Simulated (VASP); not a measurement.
AlNi, 2 atoms in the cell. It takes space group Pm-3m (No. 221, cubic). The conventional cell has a = 2.836 Å, b = 2.836 Å, c = 2.836 Å, α = 90.00°, β = 90.00°, γ = 90.00°. Within 3.2 Å of Ni (site symmetry m-3m) lie 8 Al at 2.46 Å and 6 Ni at 2.84 Å. Within 3.2 Å of Al (site symmetry m-3m) lie 8 Ni at 2.46 Å and 6 Al at 2.84 Å. 

```yaml
Program: VASP 6.6.1
Task: single point
Functional: PBEsol
Potentials_or_basis: VASP PAW PBE potentials, release 64 (Ni, Al)
Cutoff: 520 eV
k_mesh: 9 × 9 × 9
Occupations: fermi-dirac, width 0.05 eV
Spin: collinear spin, ferromagnetic start
Starting_moments: "[1.0, 0.0] μB"
Dipole_correction: no
Further_INCAR_settings: ALGO = Normal; EDIFF = 1e-07; NBANDS = 18
```

Potentials or basis: VASP PAW PBE potentials, release 64 (Ni, Al).

The run is started by

```console
$ cat potpaw_PBE.64/Ni/POTCAR potpaw_PBE.64/Al/POTCAR > POTCAR
$ mpirun -np 1 vasp_std > vasp.out
```

Hardware: 1 thread of AMD EPYC 7R13, on a shared host.

Estimate the wall time of this run.

Wall time 68 s on 1 thread of AMD EPYC 7R13, with other jobs on the host, peak memory 0.13 GiB. Counts: scf iterations 15, k points 35.
